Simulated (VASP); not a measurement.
# AlNi3: single point with PBE

AlNi3:

```
Al Ni
1.0
     0.00000    2.80189    2.80189
     2.80189    0.00000    2.80189
     2.80189    2.80189    0.00000
Al Ni
1 3
Direct
  0.50000 0.50000 0.50000
  0.25000 0.25000 0.25000
  0.00000 0.00000 0.00000
  0.75000 0.75000 0.75000
```

```
Program                : VASP 6.6.1
Task                   : single point
Functional             : PBE
Potentials or basis    : VASP PAW PBE potentials, release 64 (Al, Ni)
Cutoff                 : 520 eV
k mesh                 : 14 × 14 × 14
Occupations            : methfessel-paxton, width 0.5 eV
Spin                   : no spin polarisation
Dipole correction      : no
Further INCAR settings : ALGO = Normal; EDIFF = 1e-07; NBANDS = 24
```

```json
{"Pressure": "6.7 GPa", "Band gap on the k mesh": "zero (an odd number of electrons rules out a gap without spin polarisation)"}
```

Levels at points of the mesh, in eV from the Fermi level:
```csv
k point,band 13,band 14,band 15,band 16,band 17,band 18,band 19,band 20
"(0.00, 0.00, 0.00)",-0.53,-0.53,-0.50,-0.50,5.49,5.49,5.49,5.93
"(0.50, 0.00, 0.00)",-0.62,-0.62,-0.45,-0.45,-0.12,4.37,4.37,4.81
"(0.50, 0.50, 0.00)",-1.03,-0.72,-0.56,-0.35,-0.33,-0.33,-0.01,4.31
```

It took 87 s on 1 thread of AMD EPYC 9R45 96-Core Processor (Zen 5), with other jobs on the host, peak memory 0.2 GiB.

Caveat: the cell stands under pressure; so wide a smearing shifts energies and pressures. Spin polarisation is off, so any magnetic state and its effect on volume and gap are missing.
